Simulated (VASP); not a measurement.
A run of VASP 6.6.1 is set up as follows.

INCAR

```
ALGO = Normal
EDIFF = 1E-6
ENCUT = 520
GGA = PE
ISIF = 2
ISMEAR = 0
IVDW = 12
LASPH = True
LCHARG = False
LREAL = False
LWAVE = False
NBANDS = 26
NELM = 80
PREC = Accurate
SIGMA = 0.1
```

File KPOINTS:

```
k-points
0
Gamma
  5 5 1
```

POSCAR

```
LiMg12
1.0
    6.4200000000      0.0000000000      0.0000000000
    3.2100000000      5.5598830000      0.0000000000
    0.0000000000      0.0000000000     17.2130400000
Mg Li
12 1
Direct
    0.0000000000      0.0000000000      0.0580954904
    0.5000000000      0.0000000000      0.0580954904
   -0.0000000450      0.5000000899      0.0580954904
    0.4999999550      0.5000000899      0.0580954904
   -0.1663757990      0.3332584517      0.2096997974
    0.3326418886      0.3335106152      0.2080888675
   -0.1664229650      0.8328446840      0.2098156398
    0.3290629092      0.8354819697      0.2078426588
   -0.0074866998      0.0035288512      0.3623176964
    0.4949804865     -0.0024257705      0.3548818802
    0.0020888567      0.4986322554      0.3678747624
    0.4948366177      0.5072912506      0.3545534083
    0.5927068458      0.2050408255      0.4894055902
```

Potentials or basis: VASP PAW PBE potentials, release 64 (Mg, Li_sv).

The run is started by

```bash
$ cat potpaw_PBE.64/Mg/POTCAR potpaw_PBE.64/Li_sv/POTCAR > POTCAR
$ mpirun -np 1 vasp_std > vasp.out
```

Q: What does it give for the dispersion energy per atom?

A: -0.198 eV.

Q: Estimate the largest force.

A: 0.060 eV/Å.

Q: What does it give for the band gap on the k mesh?

A: Zero (an odd number of electrons rules out a gap without spin polarisation).

Forces on the atoms (eV/Å):
```
Mg  -0.051  0.029  0.010
Mg   0.041  0.020  0.006
Mg  -0.003  0.002  0.006
Mg   0.002 -0.045  0.005
Mg   0.000  0.002  0.001
Mg  -0.001  0.001 -0.003
Mg  -0.001  0.000 -0.001
Mg   0.000  0.000 -0.002
Mg   0.001  0.000 -0.010
Mg  -0.001  0.000 -0.007
Mg  -0.001  0.002 -0.003
Mg   0.000  0.002 -0.006
Li   0.016 -0.011  0.003
```

Caveat: there is no dipole correction, which matters where the two faces differ.
